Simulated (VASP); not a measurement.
# ZnS (F-43m) in VASP: a series of runs

Aim: see how the results for ZnS move with the level of theory and the settings. Levels: RPBE+D3(BJ), PBEsol+D4. Tasks: single point.

Everything below comes from runs of VASP 6.6.1. Logs are shortened: lines on timing, memory, paths and dates and some standing lists are left out, and cuts for length are marked.

**Measured values to compare with.**

From “Electronic, vibrational, and thermodynamic properties of ZnS (zincblende and rocksalt structure)”, 2009, arxiv:0911.5022, for a bulk crystal of ZnS at 19 K: band gap 3.85 eV (direct).

The runs below are set against these values where they give the same quantity.

### Step 1. The cell of the first run

It takes space group F-43m (No. 216, cubic). Conventional cell: a = 5.254 Å, b = 5.254 Å, c = 5.254 Å, α = 90.00°, β = 90.00°, γ = 90.00°. Within 3.0 Å of Zn (site symmetry -43m) lie 4 S at 2.28 Å. S (site symmetry -43m) has 4 Zn at 2.28 Å within 3.0 Å.

### Step 2. Single point, RPBE+D3(BJ)

INCAR reads:

```
ALGO     = Normal         # electronic algorithm
EDIFF    = 1E-6           # SCF threshold, eV
ENCUT    = 520            # plane-wave cutoff, eV
GGA      = RP             # functional
ISIF     = 2              # what is computed and relaxed
ISMEAR   = -1             # smearing method
IVDW     = 12             # dispersion correction
LASPH    = T              # aspherical terms in the spheres
LCHARG   = F              # write CHGCAR
LREAL    = F              # projectors in reciprocal space
LWAVE    = F              # write WAVECAR
NBANDS   = 16             # bands
NELM     = 80             # most SCF steps
PREC     = Accurate       # precision mode
SIGMA    = 0.05           # smearing width, eV
```

KPOINTS reads:

```
k-points
0
Gamma
  9 9 9
```

POSCAR reads:

```
ZnS
1.0
    0.0000000000      2.6272030223      2.6272030223
    2.6272030223      0.0000000000      2.6272030223
    2.6272030223      2.6272030223      0.0000000000
Zn S
1 1
Direct
    0.7500000000      0.7500000000      0.7500000000
    0.0000000000      0.0000000000      0.0000000000
```

Potentials or basis: VASP PAW PBE potentials, release 64 (Zn, S).

Launch:

```bash
> cat potpaw_PBE.64/Zn/POTCAR potpaw_PBE.64/S/POTCAR > POTCAR
> mpirun -np 1 vasp_std > vasp.out
```

OUTCAR:

```text
EDIFF = 1E-6
   ENCUT = 520
   GGA = RP
   ISIF = 2
   ISMEAR = -1
   IVDW = 12
   LASPH = T
   LREAL = F
   NELM = 80
   PREC = Accurate
 IVDW          = 12

 ion  position               nearest neighbor table
   1  0.750  0.750  0.750-   2 2.28   2 2.28   2 2.28   2 2.28
   2  0.000  0.000  0.000-   1 2.28   1 2.28   1 2.28   1 2.28

  LATTYP: Found a face centered cubic cell.
 ALAT       =     5.2544060446

  Lattice vectors:

 A1 = (   0.0000000000,   2.6272030223,   2.6272030223)
 A2 = (   2.6272030223,   0.0000000000,   2.6272030223)
 A3 = (   2.6272030223,   2.6272030223,   0.0000000000)

Analysis of symmetry for initial positions (statically):
=====================================================================
 Subroutine PRICEL returns:
 Original cell was already a primitive cell.

 Routine SETGRP: Setting up the symmetry group for a
 face centered cubic supercell.

 Subroutine GETGRP returns: Found 24 space group operations
 (whereof 24 operations were pure point group operations)
 out of a pool of 48 trial point group operations.

The static configuration has the point symmetry T_d .

Analysis of symmetry for dynamics (positions and initial velocities):
=====================================================================
 Subroutine PRICEL returns:
 Original cell was already a primitive cell.

 Routine SETGRP: Setting up the symmetry group for a
 face centered cubic supercell.

 Subroutine GETGRP returns: Found 24 space group operations
 (whereof 24 operations were pure point group operations)
 out of a pool of 48 trial point group operations.

The dynamic configuration has the point symmetry T_d .

 Subroutine INISYM returns: Found 24 space group operations
 (whereof 24 operations are pure point group operations),
 and found     1 'primitive' translations

----------------------------------------------------------------------------------------

                                     Primitive cell

  volume of cell :      36.2669

  direct lattice vectors                    reciprocal lattice vectors
     0.000000000  2.627203022  2.627203022    -0.190316468  0.190316468  0.190316468
     2.627203022  0.000000000  2.627203022     0.190316468 -0.190316468  0.190316468
     2.627203022  2.627203022  0.000000000     0.190316468  0.190316468 -0.190316468

  length of vectors
     3.715426145  3.715426145  3.715426145     0.329637792  0.329637792  0.329637792

  position of ions in fractional coordinates (direct lattice)
     0.750000000  0.750000000  0.750000000
     0.000000000  0.000000000  0.000000000

  ion indices of the primitive-cell ions
   primitive index   ion index
                 1           1
                 2           2

----------------------------------------------------------------------------------------

 KPOINTS: k-points

Automatic generation of k-mesh.
 Grid dimensions read from file:
 generate k-points for:    9    9    9

 Generating k-lattice:

  Cartesian coordinates                     Fractional coordinates (reciprocal lattice)
    -0.021146274  0.021146274  0.021146274     0.111111111  0.000000000  0.000000000
     0.021146274 -0.021146274  0.021146274     0.000000000  0.111111111  0.000000000
     0.021146274  0.021146274 -0.021146274     0.000000000  0.000000000  0.111111111

  Length of vectors
     0.036626421  0.036626421  0.036626421

  Shift w.r.t. Gamma in fractional coordinates (k-lattice)
     0.000000000  0.000000000  0.000000000

 Subroutine IBZKPT returns following result:
 ===========================================

 Found     35 irreducible k-points:

 Following reciprocal coordinates:
            Coordinates               Weight
  0.000000  0.000000  0.000000      1.000000
  0.111111  0.000000  0.000000      8.000000
  0.222222  0.000000  0.000000      8.000000
  0.333333  0.000000  0.000000      8.000000
  0.444444  0.000000  0.000000      8.000000
  0.111111  0.111111  0.000000      6.000000
[... 16 lines left out ...]
 -0.333333  0.333333  0.000000     12.000000
  0.444444  0.444444  0.000000      6.000000
 [... further k-points ...]
   k-points           NKPTS =     35   k-points in BZ     NKDIM =     35   number of bands    NBANDS=     16
   number of dos      NEDOS =    301   number of ions     NIONS =      2
   total plane-waves  NPLWV =  21952
   dimension x,y,z NGX =    28 NGY =   28 NGZ =   28
   dimension x,y,z NGXF=    56 NGYF=   56 NGZF=   56
   ions per type =               1   1
   NGX,Y,Z   is equivalent  to a cutoff of  12.53, 12.53, 12.53 a.u.
   NGXF,Y,Z  is equivalent  to a cutoff of  25.06, 25.06, 25.06 a.u.
 SYSTEM =  unknown system
   PREC   = accura    normal or accurate (medium, high low for compatibility)
   ISTART =      0    job   : 0-new  1-cont  2-samecut
   ICHARG =      2    charge: 1-file 2-atom 10-const
   ISPIN  =      1    spin polarized calculation?
   LNONCOLLINEAR =      F non collinear calculations
   LSORBIT =      F    spin-orbit coupling
   LASPH  =      T    aspherical Exc in radial PAW
   ENCUT  =  520.0 eV  38.22 Ry    6.18 a.u.   6.91  6.91  6.91*2*pi/ulx,y,z
   NELM   =     80;   NELMIN=  2; NELMDL= -5     # of ELM steps
   EDIFF  = 0.1E-05   stopping-criterion for ELM
   LREAL  =      F    real-space projection
   EDIFFG = 0.1E-04   stopping-criterion for IOM
   NSW    =      0    number of steps for IOM
   IBRION =     -1    ionic relax: 0-MD 1-quasi-New 2-CG
   NFREE  =      0    steps in history (QN), initial steepest desc. (CG)
   ISIF   =      2    stress and relaxation
   ISYM   =      2    0-nonsym 1-usesym 2-fastsym
   POTIM  = 0.5000    time-step for ionic-motion
   TEBEG  =    0.0;   TEEND  =   0.0 temperature during run
   PSTRESS=    0.0 pullay stress
   NELECT =      18.0000    total number of electrons
   NUPDOWN=      -1.0000    fix difference up-down
   EMIN   =  10.00;   EMAX   =-10.00  energy-range for DOS
   EFERMI =   0.00;   METHOD = LEGACY
   ISMEAR =    -1;   SIGMA  =   0.05  broadening in eV -4-tet -1-fermi 0-gaus
   EFERMI_NEDOS =   21; number of points for ismear=-14 and -15
   IALGO  =     38    algorithm
   IMIX   =      4    mixing-type and parameters
     AMIX     =   0.40;   BMIX     =  1.00
     AMIX_MAG =   1.60;   BMIX_MAG =  1.00
  volume/ion in A,a.u.               =      18.13       122.37
  Fermi-wavevector in a.u.,A,eV,Ry     =   1.296170  2.449407 22.858566  1.680057
  Thomas-Fermi vector in A             =   2.427644
   LORBIT       =      0    0 simple, 1 ext, 2 COOP (PROOUT), +10 PAW based schemes
   GGA     = RP    functional components
   LHFCALC =     F    Hartree Fock is set to
   AEXX    =    0.0000 exact exchange contribution
   IVDW    =    12    specifies the selected vdW correction
   LEPSILON=     F    determine dielectric tensor
   LRPA    =     F    only Hartree local field effects (RPA)
 non-spin polarized calculation
  energy-cutoff  :      520.00
  volume of cell :       36.27
 maximum number of plane-waves:      1002
   NGX = 13   NGY = 13   NGZ = 13

 number of electron      17.9999997 magnetization

 Free energy of the ion-electron system (eV)
  ---------------------------------------------------
  ext. energy  EPLUGINS =         0.00000000
  ---------------------------------------------------
  free energy    TOTEN  =        -6.01276633 eV

  energy without entropy =       -6.01276633  energy(sigma->0) =       -6.01276633

 E-fermi :   3.9964     XC(G=0):  -9.8302

 val. band max:        3.0428740708   @ k =   0.0000   0.0000   0.0000
 cond. band min:       5.6962017505   @ k =   0.0000   0.0000   0.0000
 fundamental gap:      2.6533276797
 Fermi energy:         3.9963892010

 k-point     1 :       0.0000    0.0000    0.0000
  band No.  band energies     occupation
      1     -10.7083      2.00000
      2      -3.6284      2.00000
      3      -3.6284      2.00000
      4      -3.6284      2.00000
      5      -3.0188      2.00000
      6      -3.0188      2.00000
[... 8 lines left out ...]
     15      14.8629      0.00000
     16      15.6348      0.00000

 k-point     2 :       0.1111    0.0000    0.0000
  band No.  band energies     occupation
      1     -10.6022      2.00000
      2      -3.6335      2.00000
      3      -3.6083      2.00000
      4      -3.6083      2.00000
      5      -3.0207      2.00000
      6      -3.0207      2.00000
[... 8 lines left out ...]
     15      14.3514      0.00000
     16      16.2904      0.00000

 k-point     3 :       0.2222    0.0000    0.0000
  band No.  band energies     occupation
      1     -10.3140      2.00000
      2      -3.6188      2.00000
      3      -3.5610      2.00000
      4      -3.5610      2.00000
      5      -3.0194      2.00000
      6      -3.0194      2.00000
[... 8 lines left out ...]
     15      14.0092      0.00000
     16      15.8892      0.00000

 k-point     4 :       0.3333    0.0000    0.0000
  band No.  band energies     occupation
      1      -9.9437      2.00000
      2      -3.5164      2.00000
      3      -3.5164      2.00000
      4      -3.4954      2.00000
      5      -3.0041      2.00000
      6      -3.0041      2.00000
[... 8 lines left out ...]
     15      14.7593      0.00000
     16      15.3737      0.00000
[... 324 lines left out ...]
 k-point    22 :      -0.4444    0.3333    0.0000
  band No.  band energies     occupation
      1      -9.3188      2.00000
      2      -3.5944      2.00000
      3      -3.2900      2.00000
      4      -3.1900      2.00000
      5      -2.9637      2.00000
      6      -2.6878      2.00000
[... 8 lines left out ...]
     15      16.2624      0.00000
     16      18.8420      0.00000

 k-point    23 :      -0.3333    0.3333    0.0000
  band No.  band energies     occupation
      1      -9.3561      2.00000
      2      -3.5256      2.00000
      3      -3.3369      2.00000
      4      -3.0934      2.00000
      5      -3.0005      2.00000
      6      -2.7293      2.00000
[... 8 lines left out ...]
     15      14.8757      0.00000
     16      20.2506      0.00000

 k-point    24 :       0.4444    0.4444    0.0000
  band No.  band energies     occupation
      1      -9.3171      2.00000
      2      -3.7401      2.00000
      3      -3.2299      2.00000
      4      -3.2299      2.00000
      5      -2.9267      2.00000
      6      -2.8459      2.00000
[... 8 lines left out ...]
     15      16.7122      0.00000
     16      18.4978      0.00000

 [... further k-points ...]

------------------------ aborting loop because EDIFF is reached ----------------------------------------

 Edisp (eV)   -2.44475

 E8    (eV) :    -1.3920

  FORCE on cell =-STRESS in cart. coord.  units (eV):
  Direction    XX          YY          ZZ          XY          YZ          ZX
  --------------------------------------------------------------------------------------
  -------------------------------------------------------------------------------------
  Total       0.03186     0.03186     0.03186     0.00000     0.00000    -0.00000
  in kB       1.40730     1.40730     1.40730     0.00000     0.00000    -0.00000
  external pressure =        1.41 kB  Pullay stress =        0.00 kB

 VOLUME and BASIS-vectors are now :
 -----------------------------------------------------------------------------
  energy-cutoff  :      520.00
  volume of cell :       36.27
      direct lattice vectors                 reciprocal lattice vectors
     0.000000000  2.627203022  2.627203022    -0.190316468  0.190316468  0.190316468
     2.627203022  0.000000000  2.627203022     0.190316468 -0.190316468  0.190316468
     2.627203022  2.627203022  0.000000000     0.190316468  0.190316468 -0.190316468

 POSITION                                       TOTAL-FORCE (eV/Angst)
 -----------------------------------------------------------------------------------
      3.94080      3.94080      3.94080         0.000000     -0.000000     -0.000000
      0.00000      0.00000      0.00000        -0.000000      0.000000      0.000000
 -----------------------------------------------------------------------------------
    total drift:                                0.000002      0.000002      0.000003

  FREE ENERGIE OF THE ION-ELECTRON SYSTEM (eV)
  ---------------------------------------------------
  free  energy   TOTEN  =        -8.4575166885 eV

  energy  without entropy=       -8.4575166885  energy(sigma->0) =       -8.45751669
```

Wall time 25 s (1 thread of Intel Xeon Platinum 8259CL at 2.50GHz (Skylake/Cascade Lake), shared host); peak memory 0.17 GiB.

Results:

```
Free energy                : -8.4575 eV
Pressure                   : 0.1 GPa
Band gap on the k mesh     : 2.65 eV, direct
Dispersion energy per atom : -1.222 eV
```

Caveat: the PAW data sets were made with another functional, which shifts forces and pressure a little.

(Part 1 of 2 ends here.)
